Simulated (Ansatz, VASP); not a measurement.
**NiO in VASP and in Ansatz**

File INCAR:

```
ALGO = Normal
EDIFF = 1E-6
ENCUT = 520
GGA = PE
ISIF = 2
ISMEAR = 0
ISPIN = 2
LASPH = T
LCHARG = F
LMAXMIX = 4
LORBIT = 11
LREAL = F
LWAVE = F
MAGMOM = 2 0
NBANDS = 19
NELM = 150
PREC = Accurate
SIGMA = 0.1
```

KPOINTS

```
k-points
0
Gamma
  6 6 6
```

The input POSCAR:

```
NiO
1.0
    2.7281770500      0.0000000000      0.0000000000
    0.0000000000      2.7281770500      0.0000000000
    0.0000000000      0.0000000000      2.8294410500
Ni O
1 1
Direct
    0.0000000000      0.0000000000      0.5575353300
    0.5000000000      0.5000000000      0.9234059100
```

Input for Ansatz:

```yaml
crystal:
  lattice:
    - [2.72817705, 0.0, 0.0]
    - [0.0, 2.72817705, 0.0]
    - [0.0, 0.0, 2.82944105]
  atoms:
    - { symbol: Ni, position: [0.0, 0.0, 0.55753533], spin: 2.0 }
    - { symbol: O, position: [0.5, 0.5, 0.92340591] }
basis:
  ecutwfc: 420
kpoints:
  mp_grid: { grid: [6, 6, 6] }
hamiltonian:
  xc: pbe
scf:
  occupations: { method: gaussian, width: 0.1 }
  lower_state_search: "off"
output:
  forces: true
  stress: true
  eigenvalues: true
  populations: true
magnetization:
  spin_polarized: true
```

Alike in both runs: task single point; functional PBE; k mesh 6 × 6 × 6; occupations gaussian, width 0.1 eV; collinear spin.

|  | VASP | Ansatz |
| --- | --- | --- |
| version | VASP 6.6.1 | Ansatz 0.2.0 |
| potentials or method | VASP PAW PBE potentials, release 64 (Ni, O), cutoff 520 eV | scalar-relativistic, plane waves, PAW |
| valence electrons in the cell | 16 | 24 |

```tsv
	VASP	Ansatz	Ansatz less VASP
gap on the k mesh at the Fermi level (eV)	none	none	-
pressure (GPa)	-17.0	-17.0	+0.02
traceless stress, the component that is largest in VASP (GPa)	-0.52	-0.43	+0.085
rms of the force components (eV/Å)	0.500	0.524	+0.0239
net moment per atom (μB)	1.00	1.00	+0.002
size of the moment on the site where the two differ most (μB)	0.52	0.55	+0.034
```

Site moments also hang on the region over which each program counts them. Atom by atom the forces differ by 0.024 eV/Å (rms over components). A gap of «none» marks a metal or a gap that the smearing closes. VASP's potentials hold 16 valence electrons a cell and Ansatz's 24, so a difference there can come from the potentials and not from the codes.

The k mesh is coarse, so the values compare programs but aren't converged.
